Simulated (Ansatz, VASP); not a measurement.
# Two plane-wave programs on WSe2

The input INCAR:

```
ALGO = Normal ; EDIFF = 1E-8
ENCUT = 520 ; GGA = PS
ISIF = 2 ; ISMEAR = 0
LASPH = T ; LCHARG = F
LEFG = T ; LREAL = F
LWAVE = F ; NBANDS = 35
NELM = 60 ; PREC = Accurate
SIGMA = 0.01
```

KPOINTS

```
k-points
0
Gamma
  12 12 2
```

POSCAR

```
WSe2
1.0
    3.2711586031      0.0000000000      0.0000000000
   -1.6355793016      2.8329064501      0.0000000000
    0.0000000000      0.0000000000     13.2230985096
W Se
2 4
Direct
    0.3333333333      0.6666666667      0.2500000000
    0.6666666667      0.3333333333      0.7500000000
    0.3333333333      0.6666666667      0.6233903358
    0.6666666667      0.3333333333      0.1233903358
    0.3333333333      0.6666666667      0.8766096642
    0.6666666667      0.3333333333      0.3766096642
```

Input for Ansatz:

```yaml
crystal:
  lattice:
    - [3.2711586031, 0.0, 0.0]
    - [-1.6355793016, 2.8329064501, 0.0]
    - [0.0, 0.0, 13.2230985096]
  atoms:
    - { symbol: W, position: [0.3333333333, 0.6666666667, 0.25] }
    - { symbol: W, position: [0.6666666667, 0.3333333333, 0.75] }
    - { symbol: Se, position: [0.3333333333, 0.6666666667, 0.6233903358] }
    - { symbol: Se, position: [0.6666666667, 0.3333333333, 0.1233903358] }
    - { symbol: Se, position: [0.3333333333, 0.6666666667, 0.8766096642] }
    - { symbol: Se, position: [0.6666666667, 0.3333333333, 0.3766096642] }
basis:
  ecutwfc: 420
kpoints:
  mp_grid: { grid: [12, 12, 2] }
hamiltonian:
  xc: pbesol
scf:
  occupations: { method: fixed }
output:
  forces: true
  stress: true
  eigenvalues: true
  efg: {}
checkpoint:
  read: start.run
  write: ck
  compress: false
  write_wavefunctions: false
  write_every: 100000
```

Alike in both runs: task electric field gradients; functional PBEsol; k mesh 12 × 12 × 2; no spin polarisation.

|  | VASP | Ansatz |
| --- | --- | --- |
| version | VASP 6.6.1 | Ansatz 0.2.0 |
| potentials or method | VASP PAW PBE potentials, release 64 (W_sv, Se), cutoff 520 eV | scalar-relativistic, plane waves, PAW |
| occupations | gaussian, width 0.01 eV | fixed |
| valence electrons in the cell | 52 | 92 |

```tsv
	VASP	Ansatz	Ansatz less VASP
gap on the k mesh at the Fermi level (eV)	1.04	1.04	+0.005
least direct gap on the mesh (eV)	1.59	1.60	+0.004
pressure (GPa)	0.4	0.0	-0.42
traceless stress, the component that is largest in VASP (GPa)	0.11	0.01	-0.098
rms of the force components (eV/Å)	0.029	0.000	-0.0285
size of Vzz on the site where it differs most (V/Å²)	149.7	164.9	+15.19
```

VASP's potentials were made for PBE, not for PBEsol. Atom by atom the forces differ by 0.029 eV/Å (rms over components). VASP's potentials hold 52 valence electrons a cell and Ansatz's 92, so a difference there can come from the potentials and not from the codes.

Neither program's run includes spin-orbit coupling.
